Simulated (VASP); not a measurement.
# SnSe (P1) in VASP: further runs, part 2 of 2

VASP 6.6.1.

### Step 3. Single point, PBEsol+D3(BJ)

INCAR reads:

```
ALGO     = Normal         # electronic algorithm
EDIFF    = 1E-6           # SCF threshold, eV
ENCUT    = 500            # plane-wave cutoff, eV
GGA      = PS             # functional
GGA_COMPAT= F            
ISIF     = 2              # what is computed and relaxed
ISMEAR   = 0              # smearing method
IVDW     = 12             # dispersion correction
LASPH    = T              # aspherical terms in the spheres
LCHARG   = F              # write CHGCAR
LREAL    = F              # projectors in reciprocal space
LWAVE    = F              # write WAVECAR
NBANDS   = 17             # bands
NELM     = 120            # most SCF steps
PREC     = Accurate       # precision mode
SIGMA    = 0.01           # smearing width, eV
```

KPOINTS reads:

```
k-points
0
Gamma
  4 4 4
```

POSCAR reads:

```
SnSe
1.0
   -0.0910000000      3.0366800000      2.9924400000
    2.9934100000      0.0083400000      2.8931000000
    2.9794400000      2.9233800000      0.0223000000
Sn Se
1 1
Direct
    0.9945300000      0.0021300000      0.9977100000
    0.4953599471      0.5051769201      0.4841129850
```

Potentials or basis: VASP PAW PBE potentials, release 64 (Sn_d, Se).

Launch:

```sh
$ cat potpaw_PBE.64/Sn_d/POTCAR potpaw_PBE.64/Se/POTCAR > POTCAR
$ mpirun -np 1 vasp_std > vasp.out
```

OUTCAR:

```text
EDIFF = 1E-6
   ENCUT = 500
   GGA = PS
   ISIF = 2
   ISMEAR = 0
   IVDW = 12
   LASPH = T
   LREAL = F
   NELM = 120
   PREC = Accurate
 IVDW          = 12

 ion  position               nearest neighbor table
   1  0.995  0.002  0.998-   2 2.92   2 2.94   2 2.94   2 3.00   2 3.01   2 3.06
   2  0.495  0.505  0.484-   1 2.92   1 2.94   1 2.94   1 3.00   1 3.01   1 3.06

  LATTYP: Found a triclinic cell.
 ALAT       =     4.2643174807
 B/A-ratio  =     1.3962113121
 C/A-ratio  =     0.9762415236
 COS(alpha) =     0.0035235847
 COS(beta)  =     0.4737594943
 COS(gamma) =     0.7265676318

  Lattice vectors:

 A1 = (   0.0910000000,  -3.0366800000,  -2.9924400000)
 A2 = (   0.1049700000,  -5.9517200000,  -0.1216400000)
 A3 = (  -2.9934100000,  -0.0083400000,  -2.8931000000)

Analysis of symmetry for initial positions (statically):
=====================================================================
 Subroutine PRICEL returns:
 Original cell was already a primitive cell.

 Routine SETGRP: Setting up the symmetry group for a
 triclinic supercell.

 Subroutine GETGRP returns: Found  1 space group operations
[... 164 lines left out ...]

 E-fermi :   5.9653     XC(G=0):  -9.9399

 val. band max:        5.9142316162   @ k =   0.5000  -0.0000  -0.0000
 cond. band min:       6.3201597505   @ k =  -0.0000   0.0000   0.5000
 fundamental gap:      0.4059281343
 Fermi energy:         5.9652731322

 k-point     1 :       0.0000    0.0000    0.0000
  band No.  band energies     occupation
      1     -15.7430      2.00000
      2     -15.7389      2.00000
      3     -15.7363      2.00000
      4     -15.7334      2.00000
      5     -15.7330      2.00000
      6      -8.3599      2.00000
[... 457 lines left out ...]
      4     -15.7257      2.00000
      5     -15.7143      2.00000
      6      -7.2003      2.00000
[... 9 lines left out ...]
     16      16.5783      0.00000
     17      17.2037      0.00000

 [... further k-points ...]

------------------------ aborting loop because EDIFF is reached ----------------------------------------

 Edisp (eV)   -0.68019

 E8    (eV) :    -0.4569

  FORCE on cell =-STRESS in cart. coord.  units (eV):
  Direction    XX          YY          ZZ          XY          YZ          ZX
  --------------------------------------------------------------------------------------
  -------------------------------------------------------------------------------------
  Total      -1.92506    -1.22146    -0.56609     0.23112    -0.26711     0.17091
  in kB     -58.35408   -37.02595   -17.15995     7.00589    -8.09689     5.18074
  external pressure =      -37.51 kB  Pullay stress =        0.00 kB

 VOLUME and BASIS-vectors are now :
 -----------------------------------------------------------------------------
  energy-cutoff  :      500.00
  volume of cell :       52.85
      direct lattice vectors                 reciprocal lattice vectors
    -0.091000000  3.036680000  2.992440000    -0.160013230  0.161822345  0.165094745
     2.993410000  0.008340000  2.893100000     0.164230013 -0.168723532  0.176212157
     2.979440000  2.923380000  0.022300000     0.165746259  0.174457127 -0.171995949

 POSITION                                       TOTAL-FORCE (eV/Angst)
 -----------------------------------------------------------------------------------
      2.88849      5.93677      3.00448         0.008308     -0.005630      0.004882
      2.90951      2.92371      2.95466        -0.008308      0.005630     -0.004882
 -----------------------------------------------------------------------------------
    total drift:                                0.000009      0.000089     -0.000326

  FREE ENERGIE OF THE ION-ELECTRON SYSTEM (eV)
  ---------------------------------------------------
  free  energy   TOTEN  =        -9.7133050963 eV

  energy  without entropy=       -9.7133050963  energy(sigma->0) =       -9.71330510
```

OSZICAR:

```text
N       E                     dE             d eps       ncg     rms          rms(c)
DAV:   1     0.130537160849E+03    0.13054E+03   -0.95452E+03  1265   0.142E+03
DAV:   2     0.333228511731E+01   -0.12720E+03   -0.12311E+03  1329   0.346E+02
DAV:   3    -0.884802982167E+01   -0.12180E+02   -0.12061E+02  1466   0.936E+01
DAV:   4    -0.916380812172E+01   -0.31578E+00   -0.31546E+00  1564   0.157E+01
DAV:   5    -0.917235695517E+01   -0.85488E-02   -0.85483E-02  1800   0.253E+00    0.343E+00
DAV:   6    -0.903853702642E+01    0.13382E+00   -0.32168E-01  1826   0.399E+00    0.210E+00
DAV:   7    -0.903363529598E+01    0.49017E-02   -0.56722E-02  1602   0.131E+00    0.885E-01
DAV:   8    -0.903316543632E+01    0.46986E-03   -0.54551E-03  1483   0.622E-01    0.680E-02
DAV:   9    -0.903311011896E+01    0.55317E-04   -0.70434E-04  1771   0.205E-01    0.402E-02
DAV:  10    -0.903311447504E+01   -0.43561E-05   -0.73987E-05  1559   0.668E-02    0.591E-03
DAV:  11    -0.903311552894E+01   -0.10539E-05   -0.48338E-06  1618   0.158E-02    0.246E-03
DAV:  12    -0.903311542611E+01    0.10283E-06   -0.15721E-07   827   0.459E-03
   1 F= -.97133051E+01 E0= -.97133051E+01  d E =-.427413E-15
```

It took 46 s on 1 thread of Intel Xeon 8259CL, shared host; peak memory 0.2 GiB.

What came out:

- Free energy: -9.7133 eV
- Pressure: -3.8 GPa
- Largest force: 0.011 eV/Å
- Band gap on the k mesh: 0.41 eV (least direct gap 0.77 eV)
- Dispersion energy per atom: -0.340 eV

Forces on the atoms (eV/Å):
```
Sn   0.008 -0.006  0.005
Se  -0.008  0.006 -0.005
```

Levels at points of the mesh, in eV from the valence-band top:
| k point | band 8 | band 9 | band 10 | band 11 | band 12 | band 13 |
| --- | --- | --- | --- | --- | --- | --- |
| (0.00, 0.00, 0.00) | -2.80 | -2.34 | -2.18 | 3.85 | 4.30 | 4.66 |
| (0.50, 0.00, 0.00) | -2.08 | -1.99 | 0.00 | 0.79 | 1.28 | 1.45 |
| (0.00, 0.50, 0.00) | -2.30 | -2.18 | -0.35 | 0.42 | 0.94 | 1.04 |
| (0.50, 0.50, 0.00) | -5.90 | -4.19 | -3.77 | 2.63 | 5.03 | 5.40 |
| (0.00, 0.00, 0.50) | -2.36 | -2.19 | -0.43 | 0.41 | 0.84 | 1.07 |
| (0.50, 0.00, 0.50) | -5.82 | -4.19 | -3.71 | 2.68 | 4.88 | 5.59 |
| (0.00, 0.50, 0.50) | -5.79 | -4.15 | -3.67 | 2.75 | 5.17 | 5.54 |
| (0.50, 0.50, 0.50) | -2.37 | -2.09 | -0.40 | 0.51 | 0.91 | 1.25 |

Caveat: the k points lie up to 0.46 Å⁻¹ apart; semilocal functionals underestimate gaps, and a narrow one can read as zero; the PAW data sets were made with another functional, which shifts forces and pressure a little; spin-orbit coupling is left out, which moves the levels of the heavy elements.

### Step 4. Single point, PBEsol+D3(BJ)

INCAR reads:

```
SYSTEM = SnSe
  ALGO = Normal
  EDIFF = 1E-6
  ENCUT = 500
  GGA = PS
  GGA_COMPAT = .FALSE.
  ISIF = 2
  ISMEAR = 0
  IVDW = 12
  LASPH = .TRUE.
  LCHARG = .TRUE.
  LELF = .TRUE.
  LREAL = .FALSE.
  LVHAR = .TRUE.
  LWAVE = .FALSE.
  NBANDS = 17
  NELM = 120
  PREC = Accurate
  SIGMA = 0.01
```

KPOINTS reads:

```
k-points
0
G
  4 4 4
  0 0 0
```

Changes to POSCAR since step 3:

```diff
@@ -9,2 +9,2 @@
     0.9945300000      0.0021300000      0.9977100000
-    0.4953599471      0.5051769201      0.4841129850
+    0.4966400529      0.5038630799      0.4827870150
```

Launch:

```sh
$ cat potpaw_PBE.64/Sn_d/POTCAR potpaw_PBE.64/Se/POTCAR > POTCAR
$ mpirun -np 1 vasp_std > vasp.out
```

Run time: 46 s. Hardware: 1 thread of Intel Xeon 8259CL, shared host; peak memory 0.2 GiB.

The run converged. Its results:

```yaml
Free_energy: -9.7134 eV
Pressure: -3.7 GPa
Largest_force: 0.014 eV/Å
Band_gap_on_the_k_mesh: 0.41 eV (least direct gap 0.77 eV)
Dispersion_energy_per_atom: -0.340 eV
```

Forces on the atoms (eV/Å):
```
Sn   0.011 -0.007  0.004
Se  -0.011  0.007 -0.004
```

Stress tensor (GPa, compression positive):
```
-5.81  0.70  0.52
 0.70 -3.70 -0.81
 0.52 -0.81 -1.71
```

Levels at points of the mesh, in eV from the valence-band top:
| k point | band 8 | band 9 | band 10 | band 11 | band 12 | band 13 |
| --- | --- | --- | --- | --- | --- | --- |
| (0.00, 0.00, 0.00) | -2.80 | -2.34 | -2.18 | 3.85 | 4.29 | 4.65 |
| (0.50, 0.00, 0.00) | -2.08 | -1.99 | 0.00 | 0.79 | 1.28 | 1.45 |
| (0.00, 0.50, 0.00) | -2.30 | -2.18 | -0.35 | 0.42 | 0.95 | 1.04 |
| (0.50, 0.50, 0.00) | -5.91 | -4.19 | -3.77 | 2.62 | 5.03 | 5.40 |
| (0.00, 0.00, 0.50) | -2.36 | -2.19 | -0.43 | 0.41 | 0.84 | 1.07 |
| (0.50, 0.00, 0.50) | -5.83 | -4.19 | -3.71 | 2.68 | 4.88 | 5.59 |
| (0.00, 0.50, 0.50) | -5.77 | -4.15 | -3.67 | 2.75 | 5.17 | 5.54 |
| (0.50, 0.50, 0.50) | -2.37 | -2.10 | -0.40 | 0.51 | 0.92 | 1.24 |

Caveat: the k points lie up to 0.46 Å⁻¹ apart; semilocal functionals underestimate gaps, and a narrow one can read as zero; the PAW data sets were made with another functional, which shifts forces and pressure a little; spin-orbit coupling is left out, which moves the levels of the heavy elements. A k mesh can miss the band edges.

### Step 5. Single point, PBEsol+D3(BJ)

INCAR reads:

```
SYSTEM = SnSe
ALGO = Normal
EDIFF = 1E-6
ENCUT = 500
GGA = PS
GGA_COMPAT = .False.
ISIF = 2
ISMEAR = 0
IVDW = 12
LASPH = .True.
LCHARG = .False.
LREAL = .False.
LWAVE = .False.
NBANDS = 17
NELM = 120
PREC = Accurate
SIGMA = 0.01
```

KPOINTS reads:

```
k-points
0
Gamma
  4 4 4
  0 0 0
```

Changes to POSCAR since step 4:

```diff
@@ -9,2 +9,2 @@
     0.9945300000      0.0021300000      0.9977100000
-    0.4966400529      0.5038630799      0.4827870150
+    0.4985602117      0.5018923198      0.4807980599
```

Launch:

```sh
$ cat potpaw_PBE.64/Sn_d/POTCAR potpaw_PBE.64/Se/POTCAR > POTCAR
$ mpirun -np 1 vasp_std > vasp.out
```

Wall time 46 s (1 thread of Intel Xeon 8259CL, shared host); peak memory 0.2 GiB.

Results (log left out):

| Property | Result |
| --- | --- |
| Free energy | -9.7135 eV |
| Pressure | -3.7 GPa |
| Largest force | 0.017 eV/Å |
| Band gap on the k mesh | 0.41 eV (least direct gap 0.77 eV) |
| Dispersion energy per atom | -0.340 eV |

Forces in eV/Å, atoms in the order of the input:
```
Sn   0.015 -0.009  0.004
Se  -0.015  0.009 -0.004
```

Stress tensor (GPa, compression positive):
```
-5.77  0.71  0.52
 0.71 -3.69 -0.81
 0.52 -0.81 -1.70
```

Levels at points of the mesh, in eV from the valence-band top:
```csv
k point,band 8,band 9,band 10,band 11,band 12,band 13
"(0.00, 0.00, 0.00)",-2.80,-2.34,-2.19,3.85,4.28,4.63
"(0.50, 0.00, 0.00)",-2.09,-2.00,0.00,0.79,1.29,1.45
"(0.00, 0.50, 0.00)",-2.31,-2.19,-0.35,0.42,0.95,1.05
"(0.50, 0.50, 0.00)",-5.91,-4.20,-3.77,2.61,5.03,5.40
"(0.00, 0.00, 0.50)",-2.36,-2.20,-0.44,0.41,0.84,1.07
"(0.50, 0.00, 0.50)",-5.83,-4.18,-3.71,2.67,4.88,5.60
"(0.00, 0.50, 0.50)",-5.74,-4.15,-3.67,2.75,5.17,5.54
"(0.50, 0.50, 0.50)",-2.37,-2.10,-0.40,0.51,0.92,1.24
```

Caveat: the k points lie up to 0.46 Å⁻¹ apart; semilocal functionals underestimate gaps, and a narrow one can read as zero; the PAW data sets were made with another functional, which shifts forces and pressure a little; spin-orbit coupling is left out, which moves the levels of the heavy elements.

### Step 6. The runs side by side

| cell | gap on the mesh (eV) | pressure (GPa) | largest force (eV/Å) |
| --- | --- | --- | --- |
| as given, atomic positions A | 0.41 | -3.7 | 0.01 |
| as given, atomic positions B | 0.41 | -3.8 | 0.01 |
| as given, atomic positions C | 0.41 | -3.7 | 0.01 |
| as given, atomic positions D | 0.41 | -3.7 | 0.02 |

Alike in all rows: task single point; level PBEsol+D3(BJ); potentials or basis VASP PAW PBE potentials, release 64 (Sn_d, Se); no spin polarisation; k mesh 4 × 4 × 4; cutoff (eV) 500; smearing gaussian 0.01 eV.

Caveats: all runs use coarse meshes; semilocal functionals underestimate gaps, and a narrow one can read as zero; the PAW data sets were made with another functional, which shifts forces and pressure a little; spin-orbit coupling is left out, which moves the levels of the heavy elements.

Absolute energies hang on the potentials; compare differences alone.
